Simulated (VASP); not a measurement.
Write the native input for VASP 6.6.1 that does the following.

```yaml
Task: relaxation of cell and atoms
Functional: PBEsol
Potentials_or_basis: VASP PAW PBE potentials, release 64 (Si, Ni)
Cutoff: 600 eV
k_mesh: 8 × 8 × 8
Occupations: gaussian, width 0.1 eV
Spin: no spin polarisation
Dipole_correction: no
Further_INCAR_settings: ALGO = Normal; EDIFF = 1e-07; IBRION = 2; EDIFFG = -0.005; NSW = 100; ISIF = 3
```

The structure of SiNi lies in POSCAR:

```
SiNi
1.0
    4.5036940000      0.0000000000      0.0000000000
    0.0000000000      4.5036940000      0.0000000000
    0.0000000000      0.0000000000      4.5036940000
Si Ni
4 4
Direct
    0.6531700000      0.1531700000      0.3468300000
    0.1531700000      0.3468300000      0.6531700000
    0.3468300000      0.6531700000      0.1531700000
    0.8468300000      0.8468300000      0.8468300000
    0.3504960000      0.8504960000      0.6495040000
    0.8504960000      0.6495040000      0.3504960000
    0.6495040000      0.3504960000      0.8504960000
    0.1495040000      0.1495040000      0.1495040000
```

One way to write it, as run:

INCAR

```
PREC = Accurate
ENCUT = 600
EDIFF = 1E-7
ISMEAR = 0
SIGMA = 0.1
LREAL = F
LASPH = T
NELM = 100
ALGO = Normal
ISIF = 3
LWAVE = F
LCHARG = F
GGA = PS
IBRION = 2
NSW = 100
EDIFFG = -0.005
```

KPOINTS

```
regular mesh
0
Gamma
  8 8 8
```

Potentials or basis: VASP PAW PBE potentials, release 64 (Si, Ni).

The run is started by

```sh
$ cat potpaw_PBE.64/Si/POTCAR potpaw_PBE.64/Ni/POTCAR > POTCAR
$ mpirun -np 1 vasp_std > vasp.out
```

Results of the run:

The relaxed volume is 11.16 Å³/atom. The relaxed cell is a = 4.469 Å, b = 4.469 Å, c = 4.469 Å, α = 90.00°, β = 90.00°, γ = 90.00°, the space group after relaxing (to 0.1 Å) is P2_13 (No. 198) and the energy gained by relaxing is 3.7 meV/atom. The ionic steps are 8. The pressure after relaxing is 0.0 GPa. The largest force after relaxing is 0.005 eV/Å. The band gap on the k mesh is zero (bands 28 and 29 overlap by 1.23 eV).

Caveat: the PAW data sets were made with another functional, which shifts forces and pressure a little.

Wall time 4.7 min on 1 thread of Intel(R) Xeon(R) 6975P-C (Granite Rapids) (shared host), peak memory 0.3 GiB.
